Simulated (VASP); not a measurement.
Write the native input for VASP 6.6.1 that does the following.

| Quantity | Value |
| --- | --- |
| Task | single point |
| Functional | BLYP |
| Potentials or basis | VASP PAW PBE potentials, release 64 (Lu) |
| Cutoff | 520 eV |
| k mesh | 8 × 8 × 8 |
| Occupations | fermi-dirac, width 0.1 eV |
| Spin | no spin polarisation |
| Dipole correction | no |
| Further INCAR settings | ALGO = Normal; EDIFF = 1e-06; NBANDS = 32 |

The structure of Lu lies in POSCAR:

```
Lu
1.0
    0.0000000000      3.8081308599      3.8081308599
    3.8081308599      0.0000000000      3.8081308599
    3.8081308599      3.8081308599      0.0000000000
Lu
2
Direct
    0.1250000000      0.1250000000      0.1250000000
    0.8750000000      0.8750000000      0.8750000000
```

This isn't the form of Lu at room conditions, which is hcp.

These files were run (other wordings do the same):

INCAR

```
SYSTEM = Lu
AGGAC = 1.0
AGGAX = 1.0
ALDAC = 0.0
ALDAX = 1.0
ALGO = Normal
EDIFF = 1E-6
ENCUT = 520
GGA = B5
ISIF = 2
ISMEAR = -1
LASPH = .True.
LCHARG = .False.
LREAL = .False.
LWAVE = .False.
NBANDS = 32
NELM = 80
PREC = Accurate
SIGMA = 0.1
```

KPOINTS

```
k-points
0
Gamma
  8 8 8
  0 0 0
```

Potentials or basis: VASP PAW PBE potentials, release 64 (Lu).

Launch:

```console
$ cat potpaw_PBE.64/Lu/POTCAR > POTCAR
$ mpirun -np 1 vasp_std > vasp.out
```

Results of the run:

```yaml
Pressure: 0.0 GPa
Band_gap_on_the_k_mesh: zero (bands 25 and 26 overlap by 0.81 eV)
```

Caveat: the PAW data sets were made with another functional, which shifts forces and pressure a little; spin-orbit coupling is left out, which moves the levels of the heavy elements.

It took 120 s on 1 thread of AMD EPYC 7R13 Processor (Zen 3), with other jobs on the host, peak memory 0.27 GiB.
